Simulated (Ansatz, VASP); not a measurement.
Two plane-wave programs on Br

```
Br
1.0
     4.91013    0.00000    0.00000
    -2.45507    4.25230    0.00000
     0.00000    0.00000    9.00128
Br
4
Direct
  0.00000 0.00000 0.25000
  0.00000 0.00000 0.75000
  0.33333 0.66667 0.75000
  0.66667 0.33333 0.25000
```

Alike in both runs: functional PBE; k mesh 12 × 12 × 6; occupations gaussian, width 0.1 eV; no spin polarisation.

Ansatz relaxed the structure, and its values are those at the end. VASP's run is a single point on that final structure, the one shown.

|  | VASP | Ansatz |
| --- | --- | --- |
| version | VASP 6.6.1 | Ansatz 0.2.0 |
| potentials or method | VASP PAW PBE potentials, release 64 (Br), cutoff 520 eV | scalar-relativistic, plane waves, PAW |
| valence electrons in the cell | 28 | 28 |

|  | VASP | Ansatz | Ansatz less VASP |
| --- | --- | --- | --- |
| gap on the k mesh at the Fermi level (eV) | none | none | - |
| pressure (GPa) | 0.0 | 0.0 | 0.00 |

A gap of «none» marks a metal or a gap that the smearing closes. The functional is the same, so the differences come from potentials, cutoffs and numerics.
